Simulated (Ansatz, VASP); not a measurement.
## ZnO in VASP and in Ansatz

Contents of POSCAR:

```
ZnO
1.0
    3.2794963806      0.0000000000      0.0000000000
   -1.6397481903      2.8401271772      0.0000000000
    0.0000000000      0.0000000000      5.2933196413
Zn O
2 2
Direct
    0.3333333333      0.6666666667      0.4999697863
    0.6666666667      0.3333333333     -0.0000302137
    0.6666666667      0.3333333333      0.3790402137
    0.3333333333      0.6666666667      0.8790402137
```

INCAR.step1

```
SYSTEM = ZnO
PREC = Accurate
ENCUT = 520
ISMEAR = 0
SIGMA = 0.02
LREAL = .FALSE.
LASPH = .TRUE.
NELM = 60
NBANDS = 26
GGA = PE
ALGO = Normal
EDIFF = 1E-4
LWAVE = .TRUE.
LCHARG = .FALSE.
```

Contents of INCAR.step2:

```
SYSTEM = ZnO
PREC = Accurate
ENCUT = 520
EDIFF = 1E-6
ISMEAR = 0
SIGMA = 0.02
LREAL = .FALSE.
LASPH = .TRUE.
NELM = 60
ALGO = Normal
ISIF = 2
LWAVE = .FALSE.
LCHARG = .FALSE.
METAGGA = R2SCAN
LMIXTAU = .TRUE.
NBANDS = 26
ISTART = 1
```

The input KPOINTS:

```
Automatic mesh
0
G
  12 12 6
  0 0 0
```

Input for Ansatz:

```yaml
crystal:
  lattice:
    - [3.2794963784, 0.0, 0.0]
    - [-1.6397481892, 2.8401271753, 0.0]
    - [0.0, 0.0, 5.2933196489]
  atoms:
    - { symbol: Zn, position: [0.3333333333, 0.6666666667, 0.4999697863] }
    - { symbol: Zn, position: [0.6666666667, 0.3333333333, -3.02137e-05] }
    - { symbol: O, position: [0.6666666667, 0.3333333333, 0.3790402137] }
    - { symbol: O, position: [0.3333333333, 0.6666666667, 0.8790402137] }
basis:
  ecutwfc: 500
kpoints:
  mp_grid: { grid: [12, 12, 6] }
  band_path: { path: [VBM, CBM], npoints: 2 }
hamiltonian:
  xc: r2scan
scf:
  occupations: { method: gaussian, width: 0.02 }
output:
  forces: false
  stress: false
  eigenvalues: true
checkpoint:
  read: start.run
  write: ck
  compress: false
  write_wavefunctions: false
  write_every: 100000
```

Alike in both runs: task single point; functional r2SCAN; k mesh 12 × 12 × 6; occupations gaussian, width 0.02 eV; no spin polarisation.

```csv
,VASP,Ansatz
version,VASP 6.6.1,Ansatz 0.2.0
potentials or method,"VASP PAW PBE potentials, release 64 (Zn, O), cutoff 520 eV","scalar-relativistic, plane waves, PAW"
valence electrons in the cell,36,36
```

```tsv
	VASP	Ansatz	Ansatz less VASP
gap on the k mesh at the Fermi level (eV)	1.17	1.17	+0.005
least direct gap on the mesh (eV)	1.17	1.17	+0.005
```

VASP's potentials were made for PBE, not for r2SCAN.
